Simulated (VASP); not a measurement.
# Fe (Im-3m) in VASP: a series of runs

Runs on Fe. Level: PBE. Tasks: single point.

All numbers are computed with VASP 6.6.1; they aren't measurements. Logs are shortened: lines on timing, memory, paths and dates and some standing lists are left out, and cuts for length are marked.

### Step 1. The cell of the first run

It takes space group Im-3m (No. 229, cubic). The conventional cell has a = 2.886 Å, b = 2.886 Å, c = 2.886 Å, α = 90.00°, β = 90.00°, γ = 90.00°. Within 3.3 Å of Fe (site symmetry m-3m) lie 14 Fe at 2.50 to 2.89 Å.

### Step 2. Single point, PBE, collinear spin, ferromagnetic start

INCAR

```
ALGO     = Normal         # electronic algorithm
EDIFF    = 1E-6           # SCF threshold, eV
ENCUT    = 520            # plane-wave cutoff, eV
GGA      = PE             # functional
ISIF     = 2              # what is computed and relaxed
ISMEAR   = 0              # smearing method
ISPIN    = 2              # spin polarisation
LASPH    = T              # aspherical terms in the spheres
LCHARG   = F              # write CHGCAR
LMAXMIX  = 4              # l up to which the mixer works
LORBIT   = 11             # projections on sites
LREAL    = F              # projectors in reciprocal space
LWAVE    = F              # write WAVECAR
MAGMOM   = 4              # initial moments
NBANDS   = 14             # bands
NELM     = 150            # most SCF steps
PREC     = Accurate       # precision mode
SIGMA    = 0.1            # smearing width, eV
```

KPOINTS

```
k-points
0
Gamma
  8 8 8
```

POSCAR

```
Fe
1.0
   -1.4430000000      1.4430000000      1.4430000000
    1.4430000000     -1.4430000000      1.4430000000
    1.4430000000      1.4430000000     -1.4430000000
Fe
1
Direct
    0.0000000000      0.0000000000      0.0000000000
```

Potentials or basis: VASP PAW PBE potentials, release 64 (Fe).

Launch:

```
cat potpaw_PBE.64/Fe/POTCAR > POTCAR
mpirun -np 1 vasp_std > vasp.out
```

OUTCAR:

```text
EDIFF = 1E-6
   ENCUT = 520
   GGA = PE
   ISIF = 2
   ISMEAR = 0
   ISPIN = 2
   LASPH = T
   LORBIT = 11
   LREAL = F
   NELM = 150
   PREC = Accurate

 ion  position               nearest neighbor table
   1  0.000  0.000  0.000-

  LATTYP: Found a body centered cubic cell.
 ALAT       =     2.8860000000

  Lattice vectors:

 A1 = (  -1.4430000000,   1.4430000000,   1.4430000000)
 A2 = (   1.4430000000,  -1.4430000000,   1.4430000000)
 A3 = (   1.4430000000,   1.4430000000,  -1.4430000000)

Analysis of symmetry for initial positions (statically):
=====================================================================
 Subroutine PRICEL returns:
 Original cell was already a primitive cell.

 Routine SETGRP: Setting up the symmetry group for a
 body centered cubic supercell.

 Subroutine GETGRP returns: Found 48 space group operations
 (whereof 48 operations were pure point group operations)
 out of a pool of 48 trial point group operations.

The static configuration has the point symmetry O_h .

Analysis of symmetry for dynamics (positions and initial velocities):
=====================================================================
 Subroutine PRICEL returns:
 Original cell was already a primitive cell.

 Routine SETGRP: Setting up the symmetry group for a
 body centered cubic supercell.

 Subroutine GETGRP returns: Found 48 space group operations
 (whereof 48 operations were pure point group operations)
 out of a pool of 48 trial point group operations.

The dynamic configuration has the point symmetry O_h .

Analysis of structural, dynamic, and magnetic symmetry:
=====================================================================
 Subroutine PRICEL returns:
 Original cell was already a primitive cell.

 Routine SETGRP: Setting up the symmetry group for a
 body centered cubic supercell.

 Subroutine GETGRP returns: Found 48 space group operations
 (whereof 48 operations were pure point group operations)
 out of a pool of 48 trial point group operations.

The overall configuration has the point symmetry O_h .

 Subroutine INISYM returns: Found 48 space group operations
 (whereof 48 operations are pure point group operations),
 and found     1 'primitive' translations

----------------------------------------------------------------------------------------

                                     Primitive cell

  volume of cell :      12.0187

  direct lattice vectors                    reciprocal lattice vectors
    -1.443000000  1.443000000  1.443000000     0.000000000  0.346500347  0.346500347
     1.443000000 -1.443000000  1.443000000     0.346500347  0.000000000  0.346500347
     1.443000000  1.443000000 -1.443000000     0.346500347  0.346500347  0.000000000

  length of vectors
     2.499349315  2.499349315  2.499349315     0.490025489  0.490025489  0.490025489

  position of ions in fractional coordinates (direct lattice)
     0.000000000  0.000000000  0.000000000

  ion indices of the primitive-cell ions
   primitive index   ion index
                 1           1

----------------------------------------------------------------------------------------

 KPOINTS: k-points

Automatic generation of k-mesh.
 Grid dimensions read from file:
 generate k-points for:    8    8    8

 Generating k-lattice:

  Cartesian coordinates                     Fractional coordinates (reciprocal lattice)
     0.000000000  0.043312543  0.043312543     0.125000000  0.000000000  0.000000000
     0.043312543  0.000000000  0.043312543     0.000000000  0.125000000  0.000000000
     0.043312543  0.043312543  0.000000000     0.000000000  0.000000000  0.125000000

  Length of vectors
     0.061253186  0.061253186  0.061253186

  Shift w.r.t. Gamma in fractional coordinates (k-lattice)
     0.000000000  0.000000000  0.000000000

 Subroutine IBZKPT returns following result:
 ===========================================

 Found     29 irreducible k-points:

 Following reciprocal coordinates:
            Coordinates               Weight
  0.000000  0.000000  0.000000      1.000000
  0.125000  0.000000  0.000000     12.000000
  0.250000  0.000000  0.000000     12.000000
  0.375000  0.000000  0.000000     12.000000
  0.500000  0.000000  0.000000      6.000000
  0.125000  0.125000  0.000000     24.000000
[... 16 lines left out ...]
 -0.250000  0.250000  0.250000      6.000000
 -0.375000  0.375000  0.250000     24.000000
 [... further k-points ...]
   k-points           NKPTS =     29   k-points in BZ     NKDIM =     29   number of bands    NBANDS=     14
   number of dos      NEDOS =    301   number of ions     NIONS =      1
   total plane-waves  NPLWV =   8000
   dimension x,y,z NGX =    20 NGY =   20 NGZ =   20
   dimension x,y,z NGXF=    40 NGYF=   40 NGZF=   40
   ions per type =               1
   NGX,Y,Z   is equivalent  to a cutoff of  13.30, 13.30, 13.30 a.u.
   NGXF,Y,Z  is equivalent  to a cutoff of  26.61, 26.61, 26.61 a.u.
 SYSTEM =  unknown system
   PREC   = accura    normal or accurate (medium, high low for compatibility)
   ISTART =      0    job   : 0-new  1-cont  2-samecut
   ICHARG =      2    charge: 1-file 2-atom 10-const
   ISPIN  =      2    spin polarized calculation?
   LNONCOLLINEAR =      F non collinear calculations
   LSORBIT =      F    spin-orbit coupling
   LASPH  =      T    aspherical Exc in radial PAW
   ENCUT  =  520.0 eV  38.22 Ry    6.18 a.u.   4.65  4.65  4.65*2*pi/ulx,y,z
   NELM   =    150;   NELMIN=  2; NELMDL= -5     # of ELM steps
   EDIFF  = 0.1E-05   stopping-criterion for ELM
   LREAL  =      F    real-space projection
   EDIFFG = 0.1E-04   stopping-criterion for IOM
   NSW    =      0    number of steps for IOM
   IBRION =     -1    ionic relax: 0-MD 1-quasi-New 2-CG
   NFREE  =      0    steps in history (QN), initial steepest desc. (CG)
   ISIF   =      2    stress and relaxation
   ISYM   =      2    0-nonsym 1-usesym 2-fastsym
   POTIM  = 0.5000    time-step for ionic-motion
   TEBEG  =    0.0;   TEEND  =   0.0 temperature during run
   PSTRESS=    0.0 pullay stress
   NELECT =       8.0000    total number of electrons
   NUPDOWN=      -1.0000    fix difference up-down
   EMIN   =  10.00;   EMAX   =-10.00  energy-range for DOS
   EFERMI =   0.00;   METHOD = LEGACY
   ISMEAR =     0;   SIGMA  =   0.10  broadening in eV -4-tet -1-fermi 0-gaus
   EFERMI_NEDOS =   21; number of points for ismear=-14 and -15
   IALGO  =     38    algorithm
   IMIX   =      4    mixing-type and parameters
     AMIX     =   0.40;   BMIX     =  1.00
     AMIX_MAG =   1.60;   BMIX_MAG =  1.00
  volume/ion in A,a.u.               =      12.02        81.11
  Fermi-wavevector in a.u.,A,eV,Ry     =   1.429394  2.701162 27.798962  2.043166
  Thomas-Fermi vector in A             =   2.549352
   LORBIT       =     11    0 simple, 1 ext, 2 COOP (PROOUT), +10 PAW based schemes
   GGA     = PE    functional components
   LHFCALC =     F    Hartree Fock is set to
   AEXX    =    0.0000 exact exchange contribution
   IVDW    =     0    specifies the selected vdW correction
   LEPSILON=     F    determine dielectric tensor
   LRPA    =     F    only Hartree local field effects (RPA)
 spin polarized calculation
 Gauss-broadening in eV      SIGMA  =   0.10
  energy-cutoff  :      520.00
  volume of cell :       12.02
 maximum number of plane-waves:       336
   NGX =  9   NGY =  9   NGZ =  9

 number of electron       7.9999995 magnetization       2.3595378

 Free energy of the ion-electron system (eV)
  ---------------------------------------------------
  ext. energy  EPLUGINS =         0.00000000
  ---------------------------------------------------
  free energy    TOTEN  =        -8.21875976 eV

  energy without entropy =       -8.21461297  energy(sigma->0) =       -8.21668636

 E-fermi :   5.2111     XC(G=0): -12.7968

 val. band max:        5.1932332890   @ k =   0.1250   0.1250   0.1250
 cond. band min:       5.2161940874   @ k =   0.5000   0.5000   0.5000
 fundamental gap:      0.0229607985
 Fermi energy:         5.2111235546

 spin component 1

 k-point     1 :       0.0000    0.0000    0.0000
  band No.  band energies     occupation
      1      -2.8346      1.00000
      2       3.0014      1.00000
      3       3.0014      1.00000
      4       3.0014      1.00000
      5       4.1589      1.00000
      6       4.1589      1.00000
      7      29.7498      0.00000
      8      29.7498      0.00000
      9      29.7499      0.00000
     10      34.4915      0.00000
     11      34.4915      0.00000
     12      36.4408      0.00000
     13      36.4415      0.00000
     14      36.4473      0.00000
[... 375 lines left out ...]
 k-point    24 :      -0.3750    0.3750    0.2500
  band No.  band energies     occupation
      1       1.3633      1.00000
      2       1.8432      1.00000
      3       3.4315      1.00000
      4       3.8267      1.00000
      5       4.8763      1.00000
      6       7.3983      0.00000
      7      16.5238      0.00000
      8      19.3709      0.00000
      9      22.1206      0.00000
     10      25.4348      0.00000
     11      34.6655      0.00000
     12      36.7243      0.00000
     13      39.4846      0.00000
     14      44.2278      0.00000

 [... further k-points ...]

 spin component 2

 k-point     1 :       0.0000    0.0000    0.0000
  band No.  band energies     occupation
      1      -2.6916      1.00000
      2       5.1387      0.84706
      3       5.1388      0.84675
      4       5.1388      0.84673
      5       6.9995      0.00000
      6       6.9996      0.00000
      7      29.4372      0.00000
      8      29.4372      0.00000
      9      29.4372      0.00000
     10      34.6036      0.00000
     11      34.6036      0.00000
     12      37.1552      0.00000
     13      37.1553      0.00000
     14      37.7194      0.00000
[... 375 lines left out ...]
 k-point    24 :      -0.3750    0.3750    0.2500
  band No.  band energies     occupation
      1       2.6428      1.00000
      2       3.8730      1.00000
      3       5.5015      0.00002
      4       6.0091      0.00000
      5       7.2472      0.00000
      6       9.0152      0.00000
      7      17.3525      0.00000
      8      19.9888      0.00000
      9      22.7233      0.00000
     10      25.9021      0.00000
     11      35.3885      0.00000
     12      37.1735      0.00000
     13      39.9212      0.00000
     14      44.6335      0.00000

 [... further k-points ...]
[... 5 lines left out ...]
  --------------------------------------------------------------------------------------
  -------------------------------------------------------------------------------------
  Total       -0.5950514     -0.5950514     -0.5950514     -0.0000000     -0.0000000     -0.0000000
  in kB      -79.3242655    -79.3242655    -79.3242655     -0.0000000     -0.0000000     -0.0000000
  external PRESSURE =     -79.3242655 kB  Pullay stress =       0.0000000 kB

 VOLUME and BASIS-vectors are now :
 -----------------------------------------------------------------------------
  energy-cutoff  :      520.00
  volume of cell :       12.02
      direct lattice vectors                 reciprocal lattice vectors
    -1.443000000  1.443000000  1.443000000     0.000000000  0.346500347  0.346500347
     1.443000000 -1.443000000  1.443000000     0.346500347  0.000000000  0.346500347
     1.443000000  1.443000000 -1.443000000     0.346500347  0.346500347  0.000000000

 POSITION                                       TOTAL-FORCE (eV/Angst)
 -----------------------------------------------------------------------------------
      0.00000      0.00000      0.00000        -0.000000      0.000000      0.000000
 -----------------------------------------------------------------------------------
    total drift:                                0.000000     -0.000000      0.000000

  FREE ENERGIE OF THE ION-ELECTRON SYSTEM (eV)
  ---------------------------------------------------
  free  energy   TOTEN  =        -8.2187597605 eV

  energy  without entropy=       -8.2146129671  energy(sigma->0) =       -8.21668636

 total charge

# of ion       s       p       d       tot
------------------------------------------
    1        0.462   0.495   6.198   7.156

 magnetization (x)

# of ion       s       p       d       tot
------------------------------------------
    1       -0.016  -0.063   2.451   2.373
```

Run time: 6.4 s. Hardware: 1 thread of Intel Xeon Platinum 8559C (Emerald Rapids), shared host; peak memory 0.13 GiB.

What came out:

```yaml
Free_energy: -8.2188 eV
Pressure: -7.9 GPa
Net_moment: 2.36 μB per cell
Site_moments: Fe +2.37 μB
Valence_electrons_inside_the_program's_atomic_spheres: Fe 7.16
```

Caveat: the k points lie up to 0.38 Å⁻¹ apart.

### Step 3. Single point, PBE, collinear spin, ferromagnetic start

This run uses another cell than the first one, of 11.35 Å³/atom, 0.944 times its volume.

INCAR

```
  PREC = Accurate
  ENCUT = 520
  EDIFF = 1E-6
  ISMEAR = 0
  SIGMA = 0.1
  LREAL = F
  LASPH = T
  NELM = 150
  ALGO = Normal
  ISIF = 2
  LWAVE = F
  LCHARG = F
  ISPIN = 2
  MAGMOM = 2.66
  LORBIT = 11
  LMAXMIX = 4
  GGA = PE
  NBANDS = 14
```

KPOINTS

```
Automatic mesh
0
Gamma
  20 20 20
```

POSCAR

```
Fe
1.0
   -1.4157898206      1.4157898206      1.4157898206
    1.4157898206     -1.4157898206      1.4157898206
    1.4157898206      1.4157898206     -1.4157898206
Fe
1
Direct
    0.0000000000      0.0000000000      0.0000000000
```

Potentials or basis: VASP PAW PBE potentials, release 64 (Fe).

Launch:

```
cat potpaw_PBE.64/Fe/POTCAR > POTCAR
mpirun -np 1 vasp_std > vasp.out
```

It took 31 s on 1 thread of Intel Xeon Platinum 8559C (Emerald Rapids), shared host; peak memory 0.17 GiB.

Results (log left out):

```
Free energy                                           : -8.2452 eV
Pressure                                              : -0.1 GPa
Net moment                                            : 2.19 μB per cell
Site moments                                          : Fe +2.19 μB
Valence electrons inside the program's atomic spheres : Fe 7.27
```

Levels at points of the mesh, in eV from the Fermi level:
Spin up:
```csv
k point,band 3,band 4,band 5,band 6,band 7,band 8
"(0.00, 0.00, 0.00)",-2.31,-2.31,-1.09,-1.09,25.03,25.03
"(0.50, 0.00, 0.00)",-1.03,-0.90,0.39,0.52,7.36,18.38
"(0.50, 0.50, 0.50)",0.12,0.12,0.12,9.94,9.94,9.94
```
Spin down:
```csv
k point,band 1,band 2,band 3,band 4,band 5,band 6,band 7
"(0.00, 0.00, 0.00)",-8.27,-0.39,-0.39,-0.39,1.66,1.66,24.78
"(0.50, 0.00, 0.00)",-3.64,-1.67,0.63,1.52,1.92,2.61,8.73
"(0.50, 0.50, 0.50)",-3.03,-3.03,2.30,2.30,2.30,10.22,10.22
```

(Part 1 of 2 ends here.)
